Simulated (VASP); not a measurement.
# C (P6_3/mmc) in VASP: notebook

C is run at these levels: PBE; tasks: relaxation of shape and atoms at fixed volume.

All numbers are computed with VASP 6.6.1; they aren't measurements. Logs are shortened: lines on timing, memory, paths and dates and some standing lists are left out, and cuts for length are marked.

### 1 The cell of the first run

The structure is hexagonal, space group P6_3/mmc (No. 194). Conventional cell: a = 2.545 Å, b = 2.545 Å, c = 12.552 Å, α = 90.00°, β = 90.00°, γ = 120.00°. C (site symmetry 3m) has 4 C at 1.56 to 1.59 Å within 2.1 Å. Within 2.1 Å of C (site symmetry 3m) lie 4 C at 1.56 Å. Within 2.1 Å of C (site symmetry 3m) lie 4 C at 1.56 Å.

### 2 Relaxation of shape and atoms at fixed volume, PBE (5.87 Å³/atom)

The input, INCAR:

```
PREC = Accurate
ENCUT = 600
EDIFF = 1E-6
ISMEAR = 0
SIGMA = 0.02
LREAL = F
LASPH = T
NELM = 80
ALGO = Normal
ISIF = 4
LWAVE = F
LCHARG = F
GGA = PE
IBRION = 2
NSW = 50
EDIFFG = -0.01
```

The input, KPOINTS:

```
regular mesh
0
Gamma
  12 12 2
```

The input, POSCAR:

```
C
1.0
    2.5454329574      0.0000000000      0.0000000000
   -1.2727164787      2.2044096047      0.0000000000
    0.0000000000      0.0000000000     12.5519880633
C
12
Direct
    0.0000000000      0.0000000000      0.1868577048
    0.0000000000      0.0000000000      0.6868577048
    0.0000000000      0.0000000000      0.3131422952
    0.0000000000      0.0000000000      0.8131422952
    0.3333333333      0.6666666667      0.5207667974
    0.6666666667      0.3333333333      0.0207667974
    0.3333333333      0.6666666667      0.9792332026
    0.6666666667      0.3333333333      0.4792332026
    0.3333333333      0.6666666667      0.6450902117
    0.6666666667      0.3333333333      0.1450902117
    0.3333333333      0.6666666667      0.8549097883
    0.6666666667      0.3333333333      0.3549097883
```

Potentials or basis: VASP PAW PBE potentials, release 64 (C).

Started as:

```
$ cat potpaw_PBE.64/C/POTCAR > POTCAR
$ mpirun -np 1 vasp_std > vasp.out
```

OUTCAR:

```text
PREC = Accurate
   ENCUT = 600
   EDIFF = 1E-6
   ISMEAR = 0
   LREAL = F
   LASPH = T
   NELM = 80
   ISIF = 4
   GGA = PE
   IBRION = 2
   NSW = 50
   EDIFFG = -0.01

 ion  position               nearest neighbor table
   1  0.000  0.000  0.187-  10 1.56  10 1.56  10 1.56   3 1.59
   2  0.000  0.000  0.687-   9 1.56   9 1.56   9 1.56   4 1.59
   3  0.000  0.000  0.313-  12 1.56  12 1.56  12 1.56   1 1.59
   4  0.000  0.000  0.813-  11 1.56  11 1.56  11 1.56   2 1.59
   5  0.333  0.667  0.521-   8 1.56   8 1.56   8 1.56   9 1.56
   6  0.667  0.333  0.021-   7 1.56   7 1.56   7 1.56  10 1.56
   7  0.333  0.667  0.979-   6 1.56   6 1.56   6 1.56  11 1.56
   8  0.667  0.333  0.479-   5 1.56   5 1.56   5 1.56  12 1.56
   9  0.333  0.667  0.645-   2 1.56   2 1.56   2 1.56   5 1.56
  10  0.667  0.333  0.145-   1 1.56   1 1.56   1 1.56   6 1.56
  11  0.333  0.667  0.855-   4 1.56   4 1.56   4 1.56   7 1.56
  12  0.667  0.333  0.355-   3 1.56   3 1.56   3 1.56   8 1.56

  LATTYP: Found a hexagonal cell.
 ALAT       =     2.5454329574
 C/A-ratio  =     4.9311799892

  Lattice vectors:

 A1 = (   2.5454329574,   0.0000000000,   0.0000000000)
 A2 = (  -1.2727164787,   2.2044096047,   0.0000000000)
 A3 = (   0.0000000000,   0.0000000000,  12.5519880633)

Analysis of symmetry for initial positions (statically):
=====================================================================
 Subroutine PRICEL returns:
 Original cell was already a primitive cell.

 Routine SETGRP: Setting up the symmetry group for a
 hexagonal supercell.

 Subroutine GETGRP returns: Found 24 space group operations
 (whereof 12 operations were pure point group operations)
 out of a pool of 24 trial point group operations.

The static configuration has the point symmetry D_3d.
 The point group associated with its full space group is D_6h.

Analysis of symmetry for dynamics (positions and initial velocities):
=====================================================================
 Subroutine PRICEL returns:
 Original cell was already a primitive cell.

 Routine SETGRP: Setting up the symmetry group for a
 hexagonal supercell.

 Subroutine GETGRP returns: Found 24 space group operations
 (whereof 12 operations were pure point group operations)
 out of a pool of 24 trial point group operations.

The dynamic configuration has the point symmetry D_3d.
 The point group associated with its full space group is D_6h.

 Subroutine INISYM returns: Found 24 space group operations
 (whereof 12 operations are pure point group operations),
 and found     1 'primitive' translations

----------------------------------------------------------------------------------------

                                     Primitive cell

  volume of cell :      70.4314

  direct lattice vectors                    reciprocal lattice vectors
     2.545432957  0.000000000  0.000000000     0.392860475  0.226818101  0.000000000
    -1.272716479  2.204409605  0.000000000     0.000000000  0.453636202  0.000000000
     0.000000000  0.000000000 12.551988063     0.000000000  0.000000000  0.079668654

  length of vectors
     2.545432957  2.545432957 12.551988063     0.453636202  0.453636202  0.079668654

  position of ions in fractional coordinates (direct lattice)
     0.000000000  0.000000000  0.186857705
     0.000000000  0.000000000  0.686857705
     0.000000000  0.000000000  0.313142295
     0.000000000  0.000000000  0.813142295
     0.333333333  0.666666667  0.520766797
     0.666666667  0.333333333  0.020766797
     0.333333333  0.666666667  0.979233203
     0.666666667  0.333333333  0.479233203
     0.333333333  0.666666667  0.645090212
     0.666666667  0.333333333  0.145090212
     0.333333333  0.666666667  0.854909788
     0.666666667  0.333333333  0.354909788

  ion indices of the primitive-cell ions
   primitive index   ion index
                 1           1
                 2           2
                 3           3
                 4           4
                 5           5
                 6           6
                 7           7
                 8           8
                 9           9
                10          10
                11          11
                12          12

----------------------------------------------------------------------------------------

 KPOINTS: regular mesh

Automatic generation of k-mesh.
 Grid dimensions read from file:
 generate k-points for:   12   12    2

 Generating k-lattice:

  Cartesian coordinates                     Fractional coordinates (reciprocal lattice)
     0.032738373  0.018901508  0.000000000     0.083333333  0.000000000  0.000000000
     0.000000000  0.037803017  0.000000000     0.000000000  0.083333333  0.000000000
     0.000000000  0.000000000  0.039834327     0.000000000  0.000000000  0.500000000

  Length of vectors
     0.037803017  0.037803017  0.039834327

  Shift w.r.t. Gamma in fractional coordinates (k-lattice)
     0.000000000  0.000000000  0.000000000

 Subroutine IBZKPT returns following result:
 ===========================================

 Found     38 irreducible k-points:

 Following reciprocal coordinates:
            Coordinates               Weight
  0.000000  0.000000  0.000000      1.000000
  0.083333  0.000000  0.000000      6.000000
  0.166667  0.000000  0.000000      6.000000
  0.250000  0.000000  0.000000      6.000000
  0.333333  0.000000  0.000000      6.000000
  0.416667  0.000000  0.000000      6.000000
[... 16 lines left out ...]
  0.250000  0.000000  0.500000      6.000000
  0.333333  0.000000  0.500000      6.000000
 [... further k-points ...]
   k-points           NKPTS =     38   k-points in BZ     NKDIM =     38   number of bands    NBANDS=     31
   number of dos      NEDOS =    301   number of ions     NIONS =     12
   total plane-waves  NPLWV =  40000
   dimension x,y,z NGX =    20 NGY =   20 NGZ =  100
   dimension x,y,z NGXF=    40 NGYF=   40 NGZF=  200
   ions per type =              12
   NGX,Y,Z   is equivalent  to a cutoff of  13.06, 13.06, 13.24 a.u.
   NGXF,Y,Z  is equivalent  to a cutoff of  26.12, 26.12, 26.49 a.u.
 SYSTEM =  unknown system
   PREC   = accura    normal or accurate (medium, high low for compatibility)
   ISTART =      0    job   : 0-new  1-cont  2-samecut
   ICHARG =      2    charge: 1-file 2-atom 10-const
   ISPIN  =      1    spin polarized calculation?
   LNONCOLLINEAR =      F non collinear calculations
   LSORBIT =      F    spin-orbit coupling
   LASPH  =      T    aspherical Exc in radial PAW
   ENCUT  =  600.0 eV  44.10 Ry    6.64 a.u.   5.08  5.08 25.07*2*pi/ulx,y,z
   NELM   =     80;   NELMIN=  2; NELMDL= -5     # of ELM steps
   EDIFF  = 0.1E-05   stopping-criterion for ELM
   LREAL  =      F    real-space projection
   EDIFFG = -.1E-01   stopping-criterion for IOM
   NSW    =     50    number of steps for IOM
   IBRION =      2    ionic relax: 0-MD 1-quasi-New 2-CG
   NFREE  =      1    steps in history (QN), initial steepest desc. (CG)
   ISIF   =      4    stress and relaxation
   ISYM   =      2    0-nonsym 1-usesym 2-fastsym
   POTIM  = 0.5000    time-step for ionic-motion
   TEBEG  =    0.0;   TEEND  =   0.0 temperature during run
   PSTRESS=    0.0 pullay stress
   NELECT =      48.0000    total number of electrons
   NUPDOWN=      -1.0000    fix difference up-down
   EMIN   =  10.00;   EMAX   =-10.00  energy-range for DOS
   EFERMI =   0.00;   METHOD = LEGACY
   ISMEAR =     0;   SIGMA  =   0.02  broadening in eV -4-tet -1-fermi 0-gaus
   EFERMI_NEDOS =   21; number of points for ismear=-14 and -15
   IALGO  =     38    algorithm
   IMIX   =      4    mixing-type and parameters
     AMIX     =   0.40;   BMIX     =  1.00
     AMIX_MAG =   1.60;   BMIX_MAG =  1.00
  volume/ion in A,a.u.               =       5.87        39.61
  Fermi-wavevector in a.u.,A,eV,Ry     =   1.440676  2.722483 28.239549  2.075548
  Thomas-Fermi vector in A             =   2.559394
   LORBIT       =      0    0 simple, 1 ext, 2 COOP (PROOUT), +10 PAW based schemes
   GGA     = PE    functional components
   LHFCALC =     F    Hartree Fock is set to
   AEXX    =    0.0000 exact exchange contribution
   IVDW    =     0    specifies the selected vdW correction
   LEPSILON=     F    determine dielectric tensor
   LRPA    =     F    only Hartree local field effects (RPA)
 conjugate gradient relaxation of ions
 non-spin polarized calculation
 Gauss-broadening in eV      SIGMA  =   0.02
  energy-cutoff  :      600.00
  volume of cell :       70.43
 maximum number of plane-waves:      2377
   NGX = 11   NGY = 11   NGZ = 51

--------------------------------------- Ionic step        1  -------------------------------------------

 number of electron      48.0000002 magnetization

 Free energy of the ion-electron system (eV)
  ---------------------------------------------------
  ext. energy  EPLUGINS =         0.00000000
  ---------------------------------------------------
  free energy    TOTEN  =      -109.00034625 eV

  energy without entropy =     -109.00034625  energy(sigma->0) =     -109.00034625

------------------------ aborting loop because EDIFF is reached ----------------------------------------

  FORCE on cell =-STRESS in cart. coord.  units (eV):
  Direction    XX          YY          ZZ          XY          YZ          ZX
  --------------------------------------------------------------------------------------
  -------------------------------------------------------------------------------------
  Total       -5.3524394     -5.3524394     -5.3859754      0.0000000      0.0000000      0.0000000
  in kB     -121.7575406   -121.7575406   -122.5204199      0.0000000      0.0000000      0.0000000
  external PRESSURE =    -122.0118337 kB  Pullay stress =       0.0000000 kB
[... 77 lines left out ...]
  energy  without entropy=     -109.0002982590  energy(sigma->0) =     -109.00029826

--------------------------------------- Ionic step        3  -------------------------------------------

 number of electron      48.0000002 magnetization

 Free energy of the ion-electron system (eV)
  ---------------------------------------------------
  ext. energy  EPLUGINS =         0.00000000
  ---------------------------------------------------
  free energy    TOTEN  =      -109.00036023 eV

  energy without entropy =     -109.00036023  energy(sigma->0) =     -109.00036023

 E-fermi :   9.4035     XC(G=0): -13.0784

 val. band max:        9.3197656788   @ k =   0.0000   0.0000   0.0000
 cond. band min:      13.6809358225   @ k =   0.3333   0.0000   0.0000
 fundamental gap:      4.3611701437
 Fermi energy:         9.4034581287

 k-point     1 :       0.0000    0.0000    0.0000
  band No.  band energies     occupation
      1     -11.7927      2.00000
      2     -11.0880      2.00000
      3     -11.0112      2.00000
      4      -8.9074      2.00000
      5      -8.8445      2.00000
      6      -6.2795      2.00000
[... 805 lines left out ...]
     30      16.8023      0.00000
     31      17.2156      0.00000

 [... further k-points ...]
[... 5 lines left out ...]
  --------------------------------------------------------------------------------------
  -------------------------------------------------------------------------------------
  Total       -5.3568993     -5.3568993     -5.3722854      0.0000000     -0.0000000     -0.0000000
  in kB     -121.8589950   -121.8589950   -122.2089984      0.0000000     -0.0000000     -0.0000000
  external PRESSURE =    -121.9756628 kB  Pullay stress =       0.0000000 kB
[... 27 lines left out ...]
  FREE ENERGIE OF THE ION-ELECTRON SYSTEM (eV)
  ---------------------------------------------------
  free  energy   TOTEN  =      -109.0003602310 eV

  energy  without entropy=     -109.0003602310  energy(sigma->0) =     -109.00036023

 reached required accuracy - stopping structural energy minimisation
```

Wall time 3.6 min (1 thread of Intel Xeon 8259CL, shared host); peak memory 0.22 GiB.

What came out:

* Free energy: -109.0004 eV
* Energy gained by relaxing: 0.0 meV/atom
* Ionic steps: 3
* Pressure after relaxing: -12.2 GPa
* Band gap on the k mesh: 4.36 eV (least direct gap 5.31 eV)

Forces on the atoms (eV/Å):
```
C    0.000  0.000 -0.001
C    0.000  0.000 -0.001
C    0.000  0.000  0.001
C    0.000  0.000  0.001
C    0.000  0.000  0.000
C    0.000  0.000  0.000
C    0.000  0.000  0.000
C    0.000  0.000  0.000
C    0.000  0.000 -0.002
C    0.000  0.000 -0.002
C    0.000  0.000  0.002
C    0.000  0.000  0.002
```

Final structure:
```
C
1.0
     2.54547    0.00000    0.00000
    -1.27273    2.20444    0.00000
     0.00000    0.00000   12.55163
C
12
Cartesian
  0.0000 0.0000 2.3451
  0.0000 0.0000 8.6209
  0.0000 0.0000 3.9307
  0.0000 0.0000 10.2065
  0.0000 1.4696 6.5364
  1.2727 0.7348 0.2606
  0.0000 1.4696 12.2910
  1.2727 0.7348 6.0152
  0.0000 1.4696 8.0971
  1.2727 0.7348 1.8213
  0.0000 1.4696 10.7304
  1.2727 0.7348 4.4545
```

A k mesh can miss the band edges.

### 3 Relaxation of shape and atoms at fixed volume, PBE (6.04 Å³/atom)

This run uses another cell than the first one, of 6.04 Å³/atom.

The input, INCAR:

```
SYSTEM = C
ALGO = Normal ; EDIFF = 1E-6
EDIFFG = -0.01 ; ENCUT = 600
GGA = PE ; IBRION = 2
ISIF = 4 ; ISMEAR = 0
LASPH = .TRUE. ; LCHARG = .FALSE.
LREAL = .FALSE. ; LWAVE = .FALSE.
NELM = 100 ; NSW = 50
PREC = Accurate ; SIGMA = 0.02
```

The input, KPOINTS:

```
k-points
0
G
  12 12 2
  0 0 0
```

The input, POSCAR:

```
C
1.0
    2.5700009096      0.0000000000      0.0000000000
   -1.2850004548      2.2256860755      0.0000000000
    0.0000000000      0.0000000000     12.6717889144
C
12
Direct
    0.0000000000      0.0000000000      0.1868282763
    0.0000000000      0.0000000000      0.6868282763
    0.0000000000      0.0000000000      0.3131717237
    0.0000000000      0.0000000000      0.8131717237
    0.3333333333      0.6666666667      0.5207607725
    0.6666666667      0.3333333333      0.0207607725
    0.3333333333      0.6666666667      0.9792392275
    0.6666666667      0.3333333333      0.4792392275
    0.3333333333      0.6666666667      0.6450926772
    0.6666666667      0.3333333333      0.1450926772
    0.3333333333      0.6666666667      0.8549073228
    0.6666666667      0.3333333333      0.3549073228
```

Potentials or basis: VASP PAW PBE potentials, release 64 (C).

Started as:

```
$ cat potpaw_PBE.64/C/POTCAR > POTCAR
$ mpirun -np 1 vasp_std > vasp.out
```

OUTCAR:

```text
SYSTEM = C
   EDIFF = 1E-6
   EDIFFG = -0.01
   ENCUT = 600
   GGA = PE
   IBRION = 2
   ISIF = 4
   ISMEAR = 0
   LASPH = .TRUE.
   LREAL = .FALSE.
   NELM = 100
   NSW = 50
   PREC = Accurate

 ion  position               nearest neighbor table
   1  0.000  0.000  0.187-  10 1.58  10 1.58  10 1.58   3 1.60
   2  0.000  0.000  0.687-   9 1.58   9 1.58   9 1.58   4 1.60
   3  0.000  0.000  0.313-  12 1.58  12 1.58  12 1.58   1 1.60
   4  0.000  0.000  0.813-  11 1.58  11 1.58  11 1.58   2 1.60
   5  0.333  0.667  0.521-   8 1.57   8 1.57   8 1.57   9 1.58
   6  0.667  0.333  0.021-   7 1.57   7 1.57   7 1.57  10 1.58
   7  0.333  0.667  0.979-   6 1.57   6 1.57   6 1.57  11 1.58
   8  0.667  0.333  0.479-   5 1.57   5 1.57   5 1.57  12 1.58
   9  0.333  0.667  0.645-   2 1.58   2 1.58   2 1.58   5 1.58
  10  0.667  0.333  0.145-   1 1.58   1 1.58   1 1.58   6 1.58
[... 305 lines left out ...]
 Free energy of the ion-electron system (eV)
  ---------------------------------------------------
  ext. energy  EPLUGINS =         0.00000000
  ---------------------------------------------------
  free energy    TOTEN  =      -108.78245481 eV

  energy without entropy =     -108.78245481  energy(sigma->0) =     -108.78245481

 E-fermi :   9.0636     XC(G=0): -12.9358

 val. band max:        8.9124496370   @ k =   0.0000   0.0000   0.0000
 cond. band min:      13.2005760557   @ k =   0.3333  -0.0000   0.0000
 fundamental gap:      4.2881264187
 Fermi energy:         9.0635712920

 k-point     1 :       0.0000    0.0000    0.0000
  band No.  band energies     occupation
      1     -11.8203      2.00000
      2     -11.1310      2.00000
      3     -11.0530      2.00000
      4      -8.9980      2.00000
      5      -8.9330      2.00000
      6      -6.4641      2.00000
[... 805 lines left out ...]
     30      16.2423      0.00000
     31      16.6748      0.00000

 [... further k-points ...]
[... 5 lines left out ...]
  --------------------------------------------------------------------------------------
  -------------------------------------------------------------------------------------
  Total      -10.3020539    -10.3020539    -10.3042389      0.0000000     -0.0000000      0.0000000
  in kB     -227.7190094   -227.7190094   -227.7673054      0.0000000     -0.0000000      0.0000000
  external PRESSURE =    -227.7351081 kB  Pullay stress =       0.0000000 kB
[... 27 lines left out ...]
  FREE ENERGIE OF THE ION-ELECTRON SYSTEM (eV)
  ---------------------------------------------------
  free  energy   TOTEN  =      -108.7824548119 eV

  energy  without entropy=     -108.7824548119  energy(sigma->0) =     -108.78245481

 reached required accuracy - stopping structural energy minimisation
```

OSZICAR:

```text
N       E                     dE             d eps       ncg     rms          rms(c)
DAV:   1     0.166003180443E+03    0.16600E+03   -0.28138E+04  2356   0.169E+03
DAV:   2    -0.101331970271E+03   -0.26734E+03   -0.25377E+03  3183   0.289E+02
DAV:   3    -0.111730236347E+03   -0.10398E+02   -0.10321E+02  2904   0.562E+01
[... 15 lines left out ...]
DAV:   4    -0.108782392420E+03    0.45359E-07   -0.89726E-07  2012   0.576E-03
   2 F= -.10878239E+03 E0= -.10878239E+03  d E =0.455142E-04
       N       E                     dE             d eps       ncg     rms          rms(c)
DAV:   1    -0.108782449257E+03   -0.56792E-04   -0.48652E-03  2692   0.432E-01    0.105E-02
DAV:   2    -0.108782455396E+03   -0.61389E-05   -0.77234E-05  2993   0.510E-02    0.721E-03
DAV:   3    -0.108782454812E+03    0.58393E-06   -0.22557E-06  2160   0.103E-02
   3 F= -.10878245E+03 E0= -.10878245E+03  d E =-.168778E-04
```

Run time: 4.5 min. Hardware: 1 thread of Intel Xeon 8259CL, shared host; peak memory 0.26 GiB.

Results:

```
Free energy                  : -108.7825 eV
Energy gained by relaxing    : 0.0 meV/atom
Ionic steps                  : 3
Pressure after relaxing      : -22.8 GPa
Largest force after relaxing : 0.003 eV/Å
Band gap on the k mesh       : 4.29 eV (least direct gap 5.25 eV)
```

Forces in eV/Å, atoms in the order of the input:
```
C    0.000  0.000 -0.002
C    0.000  0.000 -0.002
C    0.000  0.000  0.002
C    0.000  0.000  0.002
C    0.000  0.000 -0.001
C    0.000  0.000 -0.001
C    0.000  0.000  0.001
C    0.000  0.000  0.001
C    0.000  0.000 -0.003
C    0.000  0.000 -0.003
C    0.000  0.000  0.003
C    0.000  0.000  0.003
```

Final structure:
```cif
data_structure
_symmetry_space_group_name_H-M 'P 1'
_symmetry_Int_Tables_number 1
_cell_length_a 2.5700
_cell_length_b 2.5700
_cell_length_c 12.6718
_cell_angle_alpha 90.000
_cell_angle_beta 90.000
_cell_angle_gamma 120.000
_cell_volume 72.48
loop_
_atom_site_label
_atom_site_type_symbol
_atom_site_fract_x
_atom_site_fract_y
_atom_site_fract_z
_atom_site_occupancy
C1 C 0.00000 0.00000 0.18680 1
C2 C 0.00000 0.00000 0.68680 1
C3 C 0.00000 0.00000 0.31320 1
C4 C 0.00000 0.00000 0.81320 1
C5 C 0.33333 0.66667 0.52076 1
C6 C 0.66667 0.33333 0.02076 1
C7 C 0.33333 0.66667 0.97924 1
C8 C 0.66667 0.33333 0.47924 1
C9 C 0.33333 0.66667 0.64511 1
C10 C 0.66667 0.33333 0.14511 1
C11 C 0.33333 0.66667 0.85489 1
C12 C 0.66667 0.33333 0.35489 1
```

A k mesh can miss the band edges.
